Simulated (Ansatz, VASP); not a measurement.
# Fe in VASP and in Ansatz

File INCAR:

```
PREC = Accurate
ENCUT = 520
EDIFF = 1E-7
ISMEAR = -1
SIGMA = 0.1
LREAL = F
LASPH = T
NELM = 80
ALGO = Normal
ISIF = 2
LWAVE = F
LCHARG = F
GGA = PE
NBANDS = 10
```

File KPOINTS:

```
regular mesh
0
Gamma
  13 13 13
```

File POSCAR:

```
Fe
1.0
   -1.4290000000      1.4290000000      1.4290000000
    1.4290000000     -1.4290000000      1.4290000000
    1.4290000000      1.4290000000     -1.4290000000
Fe
1
Direct
    0.0000000000      0.0000000000      0.0000000000
```

Input for Ansatz:

```yaml
crystal:
  lattice:
    - [-1.429, 1.429, 1.429]
    - [1.429, -1.429, 1.429]
    - [1.429, 1.429, -1.429]
  atoms:
    - { symbol: Fe, position: [0.0, 0.0, 0.0] }
hamiltonian:
  xc: pbe
  pseudopotentials: { kind: paw }
basis:
  ecutwfc: 420
kpoints:
  mp_grid: { grid: [13, 13, 13] }
scf:
  occupations: { method: fermi_dirac, width: 0.1 }
  lower_state_search: "off"
output:
  forces: true
  stress: true
```

Alike in both runs: task single point; functional PBE; k mesh 13 × 13 × 13; occupations fermi-dirac, width 0.1 eV; no spin polarisation.

|  | VASP | Ansatz |
| --- | --- | --- |
| version | VASP 6.6.1 | Ansatz 0.2.0 |
| potentials or method | VASP PAW PBE potentials, release 64 (Fe), cutoff 520 eV | PAW, plane waves, scalar-relativistic |
| valence electrons in the cell | 8 | 16 |

```tsv
	VASP	Ansatz	Ansatz less VASP
pressure (GPa)	-21.5	-21.3	+0.16
```

VASP's potentials hold 8 valence electrons a cell and Ansatz's 16, so a difference there can come from the potentials and not from the codes.
